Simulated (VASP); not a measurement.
Input of a VASP 6.6.1 run:

File INCAR:

```
SYSTEM = Ti3Al
PREC = Accurate
ENCUT = 520
EDIFF = 1E-7
ISMEAR = 0
SIGMA = 0.15
LREAL = .FALSE.
LASPH = .TRUE.
NELM = 100
ALGO = Fast
ISIF = 2
LWAVE = .FALSE.
LCHARG = .FALSE.
GGA = PS
NBANDS = 28
```

Contents of KPOINTS:

```
Automatic mesh
0
G
  18 18 6
  0 0 0
```

POSCAR

```
Ti3Al
1.0
    2.9706963103      0.0000000000      0.0000000000
   -1.4853481551      2.5726984717      0.0000000000
    0.0000000000      0.0000000000      9.3757369886
Ti Al
3 1
Direct
    0.6666666667      0.3333333333      0.0000000000
    0.3333333333      0.6666666667      0.7511732072
    0.3333333333      0.6666666667      0.2488267928
    0.6666666667      0.3333333333      0.5000000000
```

Potentials or basis: VASP PAW PBE potentials, release 64 (Ti_sv, Al).

Run with:

```sh
$ cat potpaw_PBE.64/Ti_sv/POTCAR potpaw_PBE.64/Al/POTCAR > POTCAR
$ mpirun -np 1 vasp_std > vasp.out
```

Problem. Predict the band gap on the k mesh.

Solution. Zero (an odd number of electrons rules out a gap without spin polarisation).

Problem. What does it give for the pressure?

Solution. -7.8 GPa.

Stress tensor (GPa, compression positive):
```
-7.60  0.00  0.00
 0.00 -7.60  0.00
 0.00  0.00 -8.24
```

Caveat: the cell stands under tension; the PAW data sets were made with another functional, which shifts forces and pressure a little.
